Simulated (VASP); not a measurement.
# WC (Fm-3m) in VASP: density of states with PBEsol

Aim: the density of states of WC with PBEsol.

All numbers are computed with VASP 6.6.1; they aren't measurements. Logs are shortened: lines on timing, memory, paths and dates and some standing lists are left out, and cuts for length are marked.

## 1. The cell of the first run

It takes space group Fm-3m (No. 225, cubic). Conventional cell: a = 4.385 Å, b = 4.385 Å, c = 4.385 Å, α = 90.00°, β = 90.00°, γ = 90.00°. W (site symmetry m-3m) has 6 C at 2.19 Å within 2.9 Å. C (site symmetry m-3m) has 6 W at 2.19 Å within 2.9 Å.

## 2. Density of states, PBEsol

File POSCAR:

```
WC
1.0
    0.0000000000      2.1926840000      2.1926840000
    2.1926840000      0.0000000000      2.1926840000
    2.1926840000      2.1926840000      0.0000000000
W C
1 1
Direct
    0.0000000000      0.0000000000      0.0000000000
    0.5000000000      0.5000000000      0.5000000000
```

File INCAR.step1:

```
PREC = Accurate
ENCUT = 520
EDIFF = 1E-7
ISMEAR = 1
SIGMA = 0.1
LREAL = F
LASPH = T
NELM = 100
ALGO = Normal
ISIF = 2
LWAVE = F
LCHARG = T
LMAXMIX = 4
GGA = PS
NBANDS = 16
```

File KPOINTS.step1:

```
regular mesh
0
Gamma
  11 11 11
```

File INCAR.step2:

```
PREC = Accurate
ENCUT = 520
EDIFF = 1E-7
ISMEAR = -5
SIGMA = 0.1
LREAL = F
LASPH = T
NELM = 100
ALGO = Normal
ISIF = 2
LWAVE = F
LCHARG = F
LMAXMIX = 4
GGA = PS
LORBIT = 11
NBANDS = 16
NEDOS = 2001
ICHARG = 11
```

File KPOINTS.step2:

```
regular mesh
0
Gamma
  17 17 17
```

Potentials or basis: VASP PAW PBE potentials, release 64 (W_sv, C).

The run is started by

```console
$ cat potpaw_PBE.64/W_sv/POTCAR potpaw_PBE.64/C/POTCAR > POTCAR
$ cp INCAR.step1 INCAR
$ cp KPOINTS.step1 KPOINTS
$ mpirun -np 1 vasp_std > vasp.out
$ cp INCAR.step2 INCAR
$ cp KPOINTS.step2 KPOINTS
$ mpirun -np 1 vasp_std > vasp.out
```

OUTCAR:

```text
PREC = Accurate
   ENCUT = 520
   EDIFF = 1E-7
   ISMEAR = -5
   LREAL = F
   LASPH = T
   NELM = 100
   ISIF = 2
   GGA = PS
   LORBIT = 11
   ICHARG = 11

 ion  position               nearest neighbor table
   1  0.000  0.000  0.000-   2 2.19   2 2.19   2 2.19   2 2.19   2 2.19   2 2.19
   2  0.500  0.500  0.500-   1 2.19   1 2.19   1 2.19   1 2.19   1 2.19   1 2.19

  LATTYP: Found a face centered cubic cell.
 ALAT       =     4.3853680000

  Lattice vectors:

 A1 = (   0.0000000000,   2.1926840000,   2.1926840000)
 A2 = (   2.1926840000,   0.0000000000,   2.1926840000)
 A3 = (   2.1926840000,   2.1926840000,   0.0000000000)

Analysis of symmetry for initial positions (statically):
=====================================================================
 Subroutine PRICEL returns:
 Original cell was already a primitive cell.

 Routine SETGRP: Setting up the symmetry group for a
 face centered cubic supercell.

 Subroutine GETGRP returns: Found 48 space group operations
 (whereof 48 operations were pure point group operations)
 out of a pool of 48 trial point group operations.

The static configuration has the point symmetry O_h .

Analysis of symmetry for dynamics (positions and initial velocities):
=====================================================================
 Subroutine PRICEL returns:
 Original cell was already a primitive cell.

 Routine SETGRP: Setting up the symmetry group for a
 face centered cubic supercell.

 Subroutine GETGRP returns: Found 48 space group operations
 (whereof 48 operations were pure point group operations)
 out of a pool of 48 trial point group operations.

The dynamic configuration has the point symmetry O_h .

 Subroutine INISYM returns: Found 48 space group operations
 (whereof 48 operations are pure point group operations),
 and found     1 'primitive' translations

----------------------------------------------------------------------------------------

                                     Primitive cell

  volume of cell :      21.0842

  direct lattice vectors                    reciprocal lattice vectors
     0.000000000  2.192684000  2.192684000    -0.228031034  0.228031034  0.228031034
     2.192684000  0.000000000  2.192684000     0.228031034 -0.228031034  0.228031034
     2.192684000  2.192684000  0.000000000     0.228031034  0.228031034 -0.228031034

  length of vectors
     3.100923451  3.100923451  3.100923451     0.394961337  0.394961337  0.394961337

  position of ions in fractional coordinates (direct lattice)
     0.000000000  0.000000000  0.000000000
     0.500000000  0.500000000  0.500000000

  ion indices of the primitive-cell ions
   primitive index   ion index
                 1           1
                 2           2

----------------------------------------------------------------------------------------

 KPOINTS: regular mesh

Automatic generation of k-mesh.
 Grid dimensions read from file:
 generate k-points for:   17   17   17

 Generating k-lattice:

  Cartesian coordinates                     Fractional coordinates (reciprocal lattice)
    -0.013413590  0.013413590  0.013413590     0.058823529  0.000000000  0.000000000
     0.013413590 -0.013413590  0.013413590     0.000000000  0.058823529  0.000000000
     0.013413590  0.013413590 -0.013413590     0.000000000  0.000000000  0.058823529

  Length of vectors
     0.023233020  0.023233020  0.023233020

  Shift w.r.t. Gamma in fractional coordinates (k-lattice)
     0.000000000  0.000000000  0.000000000

 TETIRR: Found    693 inequivalent tetrahedra from    29478

 Subroutine IBZKPT returns following result:
 ===========================================

 Found    165 irreducible k-points:

 Following reciprocal coordinates:
            Coordinates               Weight
  0.000000  0.000000  0.000000      1.000000
  0.058824  0.000000  0.000000      8.000000
  0.117647  0.000000  0.000000      8.000000
  0.176471  0.000000  0.000000      8.000000
  0.235294  0.000000  0.000000      8.000000
  0.294118  0.000000  0.000000      8.000000
[... 16 lines left out ...]
 -0.176471  0.058824  0.000000     24.000000
 -0.117647  0.058824  0.000000     24.000000
 [... further k-points ...]
   k-points           NKPTS =    165   k-points in BZ     NKDIM =    165   number of bands    NBANDS=     16
   number of dos      NEDOS =   2001   number of ions     NIONS =      2
   total plane-waves  NPLWV =  13824
   dimension x,y,z NGX =    24 NGY =   24 NGZ =   24
   dimension x,y,z NGXF=    48 NGYF=   48 NGZF=   48
   ions per type =               1   1
   NGX,Y,Z   is equivalent  to a cutoff of  12.87, 12.87, 12.87 a.u.
   NGXF,Y,Z  is equivalent  to a cutoff of  25.73, 25.73, 25.73 a.u.
 SYSTEM =  unknown system
   PREC   = accura    normal or accurate (medium, high low for compatibility)
   ISTART =      0    job   : 0-new  1-cont  2-samecut
   ICHARG =     11    charge: 1-file 2-atom 10-const
   ISPIN  =      1    spin polarized calculation?
   LNONCOLLINEAR =      F non collinear calculations
   LSORBIT =      F    spin-orbit coupling
   LASPH  =      T    aspherical Exc in radial PAW
   ENCUT  =  520.0 eV  38.22 Ry    6.18 a.u.   5.77  5.77  5.77*2*pi/ulx,y,z
   NELM   =    100;   NELMIN=  2; NELMDL=  0     # of ELM steps
   EDIFF  = 0.1E-06   stopping-criterion for ELM
   LREAL  =      F    real-space projection
   EDIFFG = 0.1E-05   stopping-criterion for IOM
   NSW    =      0    number of steps for IOM
   IBRION =     -1    ionic relax: 0-MD 1-quasi-New 2-CG
   NFREE  =      0    steps in history (QN), initial steepest desc. (CG)
   ISIF   =      2    stress and relaxation
   ISYM   =      2    0-nonsym 1-usesym 2-fastsym
   POTIM  = 0.5000    time-step for ionic-motion
   TEBEG  =    0.0;   TEEND  =   0.0 temperature during run
   PSTRESS=    0.0 pullay stress
   NELECT =      18.0000    total number of electrons
   NUPDOWN=      -1.0000    fix difference up-down
   EMIN   =  10.00;   EMAX   =-10.00  energy-range for DOS
   EFERMI =   0.00;   METHOD = LEGACY
   ISMEAR =    -5;   SIGMA  =   0.10  broadening in eV -4-tet -1-fermi 0-gaus
   EFERMI_NEDOS =   21; number of points for ismear=-14 and -15
   IALGO  =     38    algorithm
   IMIX   =      4    mixing-type and parameters
     AMIX     =   0.40;   BMIX     =  1.00
     AMIX_MAG =   1.60;   BMIX_MAG =  1.00
  volume/ion in A,a.u.               =      10.54        71.14
  Fermi-wavevector in a.u.,A,eV,Ry     =   1.553029  2.934800 32.815887  2.411900
  Thomas-Fermi vector in A             =   2.657319
   LORBIT       =     11    0 simple, 1 ext, 2 COOP (PROOUT), +10 PAW based schemes
   GGA     = PS    functional components
   LHFCALC =     F    Hartree Fock is set to
   AEXX    =    0.0000 exact exchange contribution
   IVDW    =     0    specifies the selected vdW correction
   LEPSILON=     F    determine dielectric tensor
   LRPA    =     F    only Hartree local field effects (RPA)
 non-spin polarized calculation
 Fermi weights with tetrahedron method with Bloechl corrections
  energy-cutoff  :      520.00
  volume of cell :       21.08
 maximum number of plane-waves:       584

 number of electron      18.0000001 magnetization

 Free energy of the ion-electron system (eV)
  ---------------------------------------------------
  ext. energy  EPLUGINS =         0.00000000
  ---------------------------------------------------
  free energy    TOTEN  =       -22.98273315 eV

  energy without entropy =      -22.98273315  energy(sigma->0) =      -22.98273315

 E-fermi :  12.2212     XC(G=0): -13.8418

 val. band max:       12.3281410911   @ k =   0.3529   0.0000   0.0000
 cond. band min:      12.1270564262   @ k =  -0.2941   0.0588   0.0000
 fundamental gap:     -0.2010846650
 Fermi energy:        12.2211709818

 k-point     1 :       0.0000    0.0000    0.0000
  band No.  band energies     occupation
      1     -63.1221      2.00000
      2     -27.1185      2.00000
      3     -27.1185      2.00000
      4     -27.1185      2.00000
      5      -3.5245      2.00000
      6       9.4895      2.00000
[... 8 lines left out ...]
     15      21.8770      0.00000
     16      35.4854      0.00000

 k-point     2 :       0.0588    0.0000    0.0000
  band No.  band energies     occupation
      1     -63.1209      2.00000
      2     -27.1393      2.00000
      3     -27.1207      2.00000
      4     -27.1207      2.00000
      5      -3.4266      2.00000
      6       9.1288      2.00000
[... 8 lines left out ...]
     15      22.1095      0.00000
     16      34.2571      0.00000

 k-point     3 :       0.1176    0.0000    0.0000
  band No.  band energies     occupation
      1     -63.1173      2.00000
      2     -27.1987      2.00000
      3     -27.1271      2.00000
      4     -27.1271      2.00000
      5      -3.1386      2.00000
      6       8.3197      2.00000
[... 8 lines left out ...]
     15      22.7540      0.00000
     16      32.2460      0.00000

 k-point     4 :       0.1765    0.0000    0.0000
  band No.  band energies     occupation
      1     -63.1119      2.00000
      2     -27.2875      2.00000
      3     -27.1368      2.00000
      4     -27.1368      2.00000
      5      -2.6782      2.00000
      6       7.3404      2.00000
[... 8 lines left out ...]
     15      23.6212      0.00000
     16      30.4561      0.00000

 k-point     5 :       0.2353    0.0000    0.0000
  band No.  band energies     occupation
      1     -63.1054      2.00000
      2     -27.3929      2.00000
      3     -27.1484      2.00000
      4     -27.1484      2.00000
      5      -2.0718      2.00000
      6       6.3104      2.00000
[... 8 lines left out ...]
     15      24.3300      0.00000
     16      29.5399      0.00000

 k-point     6 :       0.2941    0.0000    0.0000
  band No.  band energies     occupation
      1     -63.0986      2.00000
      2     -27.5001      2.00000
      3     -27.1604      2.00000
      4     -27.1604      2.00000
      5      -1.3530      2.00000
      6       5.2857      2.00000
[... 8 lines left out ...]
     15      24.7146      0.00000
     16      27.9110      0.00000
[... 267 lines left out ...]
 k-point    21 :      -0.2941    0.0588    0.0000
  band No.  band energies     occupation
      1     -63.0958      2.00000
      2     -27.5314      2.00000
      3     -27.1873      2.00000
      4     -27.1575      2.00000
      5      -1.0491      2.00000
      6       4.8872      2.00000
[... 8 lines left out ...]
     15      24.9024      0.00000
     16      26.6634      0.00000

 k-point    22 :      -0.2353    0.0588    0.0000
  band No.  band energies     occupation
      1     -63.1023      2.00000
      2     -27.4299      2.00000
      3     -27.1754      2.00000
      4     -27.1448      2.00000
      5      -1.7818      2.00000
      6       5.8724      2.00000
[... 8 lines left out ...]
     15      24.5786      0.00000
     16      27.8255      0.00000

 k-point    23 :      -0.1765    0.0588    0.0000
  band No.  band energies     occupation
      1     -63.1089      2.00000
      2     -27.3258      2.00000
      3     -27.1615      2.00000
      4     -27.1334      2.00000
      5      -2.4186      2.00000
      6       6.8886      2.00000
[... 8 lines left out ...]
     15      24.0461      0.00000
     16      29.0809      0.00000

 k-point    24 :      -0.1176    0.0588    0.0000
  band No.  band energies     occupation
      1     -63.1147      2.00000
      2     -27.2338      2.00000
      3     -27.1471      2.00000
      4     -27.1249      2.00000
      5      -2.9232      2.00000
      6       7.9045      2.00000
[... 8 lines left out ...]
     15      23.2095      0.00000
     16      30.8645      0.00000

 [... further k-points ...]

------------------------ aborting loop because EDIFF is reached ----------------------------------------

  FORCE on cell =-STRESS in cart. coord.  units (eV):
  Direction    XX          YY          ZZ          XY          YZ          ZX
  --------------------------------------------------------------------------------------
  -------------------------------------------------------------------------------------
  Total       -1.2265684     -1.2265684     -1.2265684      0.0000000     -0.0000000      0.0000000
  in kB      -93.2060727    -93.2060727    -93.2060727      0.0000000     -0.0000000      0.0000000
  external PRESSURE =     -93.2060727 kB  Pullay stress =       0.0000000 kB

 VOLUME and BASIS-vectors are now :
 -----------------------------------------------------------------------------
  energy-cutoff  :      520.00
  volume of cell :       21.08
      direct lattice vectors                 reciprocal lattice vectors
     0.000000000  2.192684000  2.192684000    -0.228031034  0.228031034  0.228031034
     2.192684000  0.000000000  2.192684000     0.228031034 -0.228031034  0.228031034
     2.192684000  2.192684000  0.000000000     0.228031034  0.228031034 -0.228031034

 POSITION                                       TOTAL-FORCE (eV/Angst)
 -----------------------------------------------------------------------------------
      0.00000      0.00000      0.00000         0.000000      0.000000      0.000000
      2.19268      2.19268      2.19268        -0.000000     -0.000000     -0.000000
 -----------------------------------------------------------------------------------
    total drift:                                0.000000     -0.000000     -0.000000

  FREE ENERGIE OF THE ION-ELECTRON SYSTEM (eV)
  ---------------------------------------------------
  free  energy   TOTEN  =       -22.9827331467 eV

  energy  without entropy=      -22.9827331467  energy(sigma->0) =      -22.98273315

 total charge

# of ion       s       p       d       tot
------------------------------------------
    1        2.309   6.361   3.401  12.072
    2        0.851   1.567   0.000   2.418
--------------------------------------------------
tot          3.160   7.928   3.401  14.490
```

It took 1.8 min on 1 thread of AMD EPYC 7R43 (Zen 3), shared host; peak memory 0.14 GiB.

What came out:

- Valence electrons inside the program's atomic spheres: W 12.07; C 2.42

Caveat: the PAW data sets were made with another functional, which shifts forces and pressure a little; spin-orbit coupling is left out, which moves the levels of the heavy elements; tetrahedron occupations give inexact forces and stress in metals.
